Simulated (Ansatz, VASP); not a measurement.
One calculation of TaN, two programs

```
Ta N
1.0
     0.11327    2.23708    2.23708
     2.23708    0.11327    2.23708
     2.23708    2.23708    0.11327
Ta N
1 1
Direct
  0.50000 0.50000 0.50000
  0.00000 0.00000 0.00000
```

Alike in both runs: task single point; functional PBEsol; k mesh 20 × 20 × 20; occupations gaussian, width 0.15 eV; no spin polarisation.

|  | VASP | Ansatz |
| --- | --- | --- |
| version | VASP 6.6.1 | Ansatz 0.2.0 |
| potentials or method | VASP PAW PBE potentials, release 64 (Ta_sv_GW, N), cutoff 600 eV | scalar-relativistic, plane waves, PAW |
| valence electrons in the cell | 18 | 18 |

Ansatz gave:

| Item | Value |
| --- | --- |
| gap on the k mesh at the Fermi level (eV) | none |
| pressure (GPa) | 4.8 |
| traceless stress, the component that is largest in VASP (GPa) | -3.04 |

Q: Which values does VASP return?

A: gap on the k mesh at the Fermi level (eV): none; pressure (GPa): 4.9; traceless stress, the component that is largest in VASP (GPa): -3.04.

VASP's potentials were made for PBE, not for PBEsol. A gap of «none» marks a metal or a gap that the smearing closes.

Neither program's run includes spin-orbit coupling.
